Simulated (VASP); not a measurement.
# CdNi2P2 (P4/nmm) in VASP: single point with PBE

Aim: the single point of CdNi2P2 with PBE.

All numbers are computed with VASP 6.6.1; they aren't measurements. Logs are shortened: lines on timing, memory, paths and dates and some standing lists are left out, and cuts for length are marked.

## 1. The cell of the first run

The structure is tetragonal, space group P4/nmm (No. 129). Conventional cell: a = 3.912 Å, b = 3.912 Å, c = 9.531 Å, α = 90.00°, β = 90.00°, γ = 90.00°. P (site symmetry -4m2) has 4 Ni at 2.30 Å and 4 P at 2.77 Å within 3.0 Å. Within 3.0 Å of P (site symmetry 4mm) lie 5 Ni at 2.28 to 2.39 Å and 4 Cd at 2.99 Å. Within 3.9 Å of Cd (site symmetry 4mm) lie 9 P at 2.99 to 3.49 Å and 9 Ni at 3.03 to 3.66 Å. Ni (site symmetry -4m2) has 4 P at 2.28 Å and 4 Ni at 2.77 Å within 3.0 Å. Within 3.0 Å of Ni (site symmetry 4mm) lie 5 P at 2.30 to 2.39 Å.

## 2. Single point, PBE

File INCAR:

```
ALGO = Normal
EDIFF = 1E-6
ENCUT = 520
GGA = PE
ISIF = 2
ISMEAR = -1
LASPH = T
LCHARG = T
LELF = T
LREAL = F
LVHAR = T
LWAVE = F
NBANDS = 53
NELM = 100
PREC = Accurate
SIGMA = 0.1
```

File KPOINTS:

```
k-points
0
Gamma
  9 9 4
```

File POSCAR:

```
CdNi2P2
1.0
    3.9117810000      0.0000000000      0.0000000000
    0.0000000000      3.9117810000      0.0000000000
    0.0000000000      0.0000000000      9.5305570000
P Cd Ni
4 2 4
Direct
    0.7500000000      0.2500000000      0.5000000000
    0.2500000000      0.7500000000      0.5000000000
    0.2500000000      0.2500000000      0.8764000000
    0.7500000000      0.7500000000      0.1236000000
    0.2500000000      0.2500000000      0.2423000000
    0.7500000000      0.7500000000      0.7577000000
    0.7500000000      0.2500000000      0.0000000000
    0.2500000000      0.7500000000      0.0000000000
    0.2500000000      0.2500000000      0.6261000000
    0.7500000000      0.7500000000      0.3739000000
```

Potentials or basis: VASP PAW PBE potentials, release 64 (P, Cd, Ni).

On the command line:

```bash
cat potpaw_PBE.64/P/POTCAR potpaw_PBE.64/Cd/POTCAR potpaw_PBE.64/Ni/POTCAR > POTCAR
mpirun -np 1 vasp_std > vasp.out
```

OUTCAR:

```text
EDIFF = 1E-6
   ENCUT = 520
   GGA = PE
   ISIF = 2
   ISMEAR = -1
   LASPH = T
   LREAL = F
   NELM = 100
   PREC = Accurate

 ion  position               nearest neighbor table
   1  0.750  0.250  0.500-   9 2.30  10 2.30  10 2.30   9 2.30   2 2.77   2 2.77   2 2.77   2 2.77
                             5 3.14   5 3.14   6 3.14   6 3.14
   2  0.250  0.750  0.500-   9 2.30  10 2.30   9 2.30  10 2.30   1 2.77   1 2.77   1 2.77   1 2.77
                             5 3.14   6 3.14   5 3.14   6 3.14
   3  0.250  0.250  0.876-   7 2.28   8 2.28   8 2.28   7 2.28   9 2.39   6 2.99   6 2.99   6 2.99
                             6 2.99
   4  0.750  0.750  0.124-   7 2.28   8 2.28   7 2.28   8 2.28  10 2.39   5 2.99   5 2.99   5 2.99
                             5 2.99
   5  0.250  0.250  0.242-   4 2.99   4 2.99   4 2.99   4 2.99   8 3.03   8 3.03   7 3.03   7 3.03
                            10 3.04  10 3.04  10 3.04  10 3.04   2 3.14   2 3.14   1 3.14   1 3.14
   6  0.750  0.750  0.758-   3 2.99   3 2.99   3 2.99   3 2.99   7 3.03   8 3.03   8 3.03   7 3.03
                             9 3.04   9 3.04   9 3.04   9 3.04   2 3.14   1 3.14   2 3.14   1 3.14
   7  0.750  0.250  0.000-   3 2.28   4 2.28   4 2.28   3 2.28   8 2.77   8 2.77   8 2.77   8 2.77
                             6 3.03   5 3.03   6 3.03   5 3.03
   8  0.250  0.750  0.000-   3 2.28   4 2.28   3 2.28   4 2.28   7 2.77   7 2.77   7 2.77   7 2.77
                             6 3.03   6 3.03   5 3.03   5 3.03
   9  0.250  0.250  0.626-   1 2.30   2 2.30   2 2.30   1 2.30   3 2.39   6 3.04   6 3.04   6 3.04
                             6 3.04
  10  0.750  0.750  0.374-   1 2.30   2 2.30   1 2.30   2 2.30   4 2.39   5 3.04   5 3.04   5 3.04
                             5 3.04

  LATTYP: Found a simple tetragonal cell.
 ALAT       =     3.9117810000
 C/A-ratio  =     2.4363728440

  Lattice vectors:

 A1 = (   3.9117810000,   0.0000000000,   0.0000000000)
 A2 = (   0.0000000000,   3.9117810000,   0.0000000000)
 A3 = (   0.0000000000,   0.0000000000,   9.5305570000)

Analysis of symmetry for initial positions (statically):
=====================================================================
 Subroutine PRICEL returns:
 Original cell was already a primitive cell.

 Routine SETGRP: Setting up the symmetry group for a
 simple tetragonal supercell.

 Subroutine GETGRP returns: Found 16 space group operations
 (whereof  4 operations were pure point group operations)
 out of a pool of 16 trial point group operations.

The static configuration has the point symmetry C_2h.
 The point group associated with its full space group is D_4h.

Analysis of symmetry for dynamics (positions and initial velocities):
=====================================================================
 Subroutine PRICEL returns:
 Original cell was already a primitive cell.

 Routine SETGRP: Setting up the symmetry group for a
 simple tetragonal supercell.

 Subroutine GETGRP returns: Found 16 space group operations
 (whereof  4 operations were pure point group operations)
 out of a pool of 16 trial point group operations.

The dynamic configuration has the point symmetry C_2h.
 The point group associated with its full space group is D_4h.

 Subroutine INISYM returns: Found 16 space group operations
 (whereof  4 operations are pure point group operations),
 and found     1 'primitive' translations

----------------------------------------------------------------------------------------

                                     Primitive cell

  volume of cell :     145.8369

  direct lattice vectors                    reciprocal lattice vectors
     3.911781000  0.000000000  0.000000000     0.255638033  0.000000000  0.000000000
     0.000000000  3.911781000  0.000000000     0.000000000  0.255638033  0.000000000
     0.000000000  0.000000000  9.530557000     0.000000000  0.000000000  0.104925662

  length of vectors
     3.911781000  3.911781000  9.530557000     0.255638033  0.255638033  0.104925662

  position of ions in fractional coordinates (direct lattice)
     0.750000000  0.250000000  0.500000000
     0.250000000  0.750000000  0.500000000
     0.250000000  0.250000000  0.876400000
     0.750000000  0.750000000  0.123600000
     0.250000000  0.250000000  0.242300000
     0.750000000  0.750000000  0.757700000
     0.750000000  0.250000000  0.000000000
     0.250000000  0.750000000  0.000000000
     0.250000000  0.250000000  0.626100000
     0.750000000  0.750000000  0.373900000

  ion indices of the primitive-cell ions
   primitive index   ion index
                 1           1
                 2           2
                 3           3
                 4           4
                 5           5
                 6           6
                 7           7
                 8           8
                 9           9
                10          10

----------------------------------------------------------------------------------------

 KPOINTS: k-points

Automatic generation of k-mesh.
 Grid dimensions read from file:
 generate k-points for:    9    9    4

 Generating k-lattice:

  Cartesian coordinates                     Fractional coordinates (reciprocal lattice)
     0.028404226  0.000000000  0.000000000     0.111111111  0.000000000  0.000000000
     0.000000000  0.028404226  0.000000000     0.000000000  0.111111111  0.000000000
     0.000000000  0.000000000  0.026231415     0.000000000  0.000000000  0.250000000

  Length of vectors
     0.028404226  0.028404226  0.026231415

  Shift w.r.t. Gamma in fractional coordinates (k-lattice)
     0.000000000  0.000000000  0.000000000

 Subroutine IBZKPT returns following result:
 ===========================================

 Found     45 irreducible k-points:

 Following reciprocal coordinates:
            Coordinates               Weight
  0.000000  0.000000  0.000000      1.000000
  0.111111  0.000000  0.000000      4.000000
  0.222222  0.000000  0.000000      4.000000
  0.333333  0.000000  0.000000      4.000000
  0.444444  0.000000  0.000000      4.000000
  0.111111  0.111111  0.000000      4.000000
[... 16 lines left out ...]
  0.333333  0.111111  0.250000     16.000000
  0.444444  0.111111  0.250000     16.000000
 [... further k-points ...]
   k-points           NKPTS =     45   k-points in BZ     NKDIM =     45   number of bands    NBANDS=     53
   number of dos      NEDOS =    301   number of ions     NIONS =     10
   total plane-waves  NPLWV =  64800
   dimension x,y,z NGX =    30 NGY =   30 NGZ =   72
   dimension x,y,z NGXF=    60 NGYF=   60 NGZF=  144
   ions per type =               4   2   4
   NGX,Y,Z   is equivalent  to a cutoff of  12.75, 12.75, 12.56 a.u.
   NGXF,Y,Z  is equivalent  to a cutoff of  25.50, 25.50, 25.12 a.u.
 SYSTEM =  unknown system
   PREC   = accura    normal or accurate (medium, high low for compatibility)
   ISTART =      0    job   : 0-new  1-cont  2-samecut
   ICHARG =      2    charge: 1-file 2-atom 10-const
   ISPIN  =      1    spin polarized calculation?
   LNONCOLLINEAR =      F non collinear calculations
   LSORBIT =      F    spin-orbit coupling
   LASPH  =      T    aspherical Exc in radial PAW
   ENCUT  =  520.0 eV  38.22 Ry    6.18 a.u.   7.27  7.27 17.72*2*pi/ulx,y,z
   NELM   =    100;   NELMIN=  2; NELMDL= -5     # of ELM steps
   EDIFF  = 0.1E-05   stopping-criterion for ELM
   LREAL  =      F    real-space projection
   EDIFFG = 0.1E-04   stopping-criterion for IOM
   NSW    =      0    number of steps for IOM
   IBRION =     -1    ionic relax: 0-MD 1-quasi-New 2-CG
   NFREE  =      0    steps in history (QN), initial steepest desc. (CG)
   ISIF   =      2    stress and relaxation
   ISYM   =      2    0-nonsym 1-usesym 2-fastsym
   POTIM  = 0.5000    time-step for ionic-motion
   TEBEG  =    0.0;   TEEND  =   0.0 temperature during run
   PSTRESS=    0.0 pullay stress
   NELECT =      84.0000    total number of electrons
   NUPDOWN=      -1.0000    fix difference up-down
   EMIN   =  10.00;   EMAX   =-10.00  energy-range for DOS
   EFERMI =   0.00;   METHOD = LEGACY
   ISMEAR =    -1;   SIGMA  =   0.10  broadening in eV -4-tet -1-fermi 0-gaus
   EFERMI_NEDOS =   21; number of points for ismear=-14 and -15
   IALGO  =     38    algorithm
   IMIX   =      4    mixing-type and parameters
     AMIX     =   0.40;   BMIX     =  1.00
     AMIX_MAG =   1.60;   BMIX_MAG =  1.00
  volume/ion in A,a.u.               =      14.58        98.42
  Fermi-wavevector in a.u.,A,eV,Ry     =   1.362110  2.574014 25.243478  1.855343
  Thomas-Fermi vector in A             =   2.488628
   LORBIT       =      0    0 simple, 1 ext, 2 COOP (PROOUT), +10 PAW based schemes
   GGA     = PE    functional components
   LHFCALC =     F    Hartree Fock is set to
   AEXX    =    0.0000 exact exchange contribution
   IVDW    =     0    specifies the selected vdW correction
   LEPSILON=     F    determine dielectric tensor
   LRPA    =     F    only Hartree local field effects (RPA)
 non-spin polarized calculation
  energy-cutoff  :      520.00
  volume of cell :      145.84
 maximum number of plane-waves:      3951
 NGX is ok and might be reduce to    30
   NGX = 15   NGY = 15   NGZ = 35

 number of electron      84.0000021 magnetization

 Free energy of the ion-electron system (eV)
  ---------------------------------------------------
  ext. energy  EPLUGINS =         0.00000000
  ---------------------------------------------------
  free energy    TOTEN  =       -46.78550378 eV

  energy without entropy =      -46.58200006  energy(sigma->0) =      -46.68375192

 E-fermi :   7.5350     XC(G=0): -11.7489

 val. band max:        7.5241676928   @ k =   0.2222   0.2222   0.2500
 cond. band min:       7.5356742562   @ k =   0.3333   0.0000   0.0000
 fundamental gap:      0.0115065634
 Fermi energy:         7.5350491440

 k-point     1 :       0.0000    0.0000    0.0000
  band No.  band energies     occupation
      1      -6.4650      2.00000
      2      -5.2004      2.00000
      3      -3.8062      2.00000
      4      -1.6054      2.00000
      5      -1.4705      2.00000
      6      -1.4013      2.00000
[... 45 lines left out ...]
     52      11.6167      0.00000
     53      12.1654      0.00000
[... 1286 lines left out ...]
     52      12.2553      0.00000
     53      12.9528      0.00000

 [... further k-points ...]

------------------------ aborting loop because EDIFF is reached ----------------------------------------

  FORCE on cell =-STRESS in cart. coord.  units (eV):
  Direction    XX          YY          ZZ          XY          YZ          ZX
  --------------------------------------------------------------------------------------
  -------------------------------------------------------------------------------------
  Total       -0.6068871     -0.6068871      2.0723216      0.0000000     -0.0000000     -0.0000000
  in kB       -6.6673178     -6.6673178     22.7667160      0.0000000     -0.0000000     -0.0000000
  external PRESSURE =       3.1440268 kB  Pullay stress =       0.0000000 kB

 VOLUME and BASIS-vectors are now :
 -----------------------------------------------------------------------------
  energy-cutoff  :      520.00
  volume of cell :      145.84
      direct lattice vectors                 reciprocal lattice vectors
     3.911781000  0.000000000  0.000000000     0.255638033  0.000000000  0.000000000
     0.000000000  3.911781000  0.000000000     0.000000000  0.255638033  0.000000000
     0.000000000  0.000000000  9.530557000     0.000000000  0.000000000  0.104925662

 POSITION                                       TOTAL-FORCE (eV/Angst)
 -----------------------------------------------------------------------------------
      2.93384      0.97795      4.76528        -0.000000     -0.000000      0.000000
      0.97795      2.93384      4.76528        -0.000000      0.000000      0.000000
      0.97795      0.97795      8.35258         0.000000     -0.000000     -0.798195
      2.93384      2.93384      1.17798         0.000000     -0.000000      0.798195
      0.97795      0.97795      2.30925        -0.000000     -0.000000     -0.227872
      2.93384      2.93384      7.22130         0.000000     -0.000000      0.227872
      2.93384      0.97795      0.00000         0.000000      0.000000      0.000000
      0.97795      2.93384      0.00000        -0.000000     -0.000000      0.000000
      0.97795      0.97795      5.96708         0.000000     -0.000000      0.693620
      2.93384      2.93384      3.56348        -0.000000     -0.000000     -0.693620
 -----------------------------------------------------------------------------------
    total drift:                                0.000000      0.000000     -0.000000

  FREE ENERGIE OF THE ION-ELECTRON SYSTEM (eV)
  ---------------------------------------------------
  free  energy   TOTEN  =       -46.7855037835 eV

  energy  without entropy=      -46.5820000625  energy(sigma->0) =      -46.68375192
```

Run time: 7.6 min. Hardware: 1 thread of Oxide Virtual Turin-like, shared host; peak memory 0.39 GiB.

What came out:

```
Free energy            : -46.7855 eV
Pressure               : 0.3 GPa
Largest force          : 0.798 eV/Å
Band gap on the k mesh : zero (band 42 reaches 8.50 eV, above the bottom of band 43 at 6.88 eV)
```

Forces on the atoms (eV/Å):
```
P    0.000  0.000  0.000
P    0.000  0.000  0.000
P    0.000  0.000 -0.798
P    0.000  0.000  0.798
Cd   0.000  0.000 -0.228
Cd   0.000  0.000  0.228
Ni   0.000  0.000  0.000
Ni   0.000  0.000  0.000
Ni   0.000  0.000  0.694
Ni   0.000  0.000 -0.694
```

Stress tensor (GPa, compression positive):
```
-0.67  0.00  0.00
 0.00 -0.67  0.00
 0.00  0.00  2.28
```
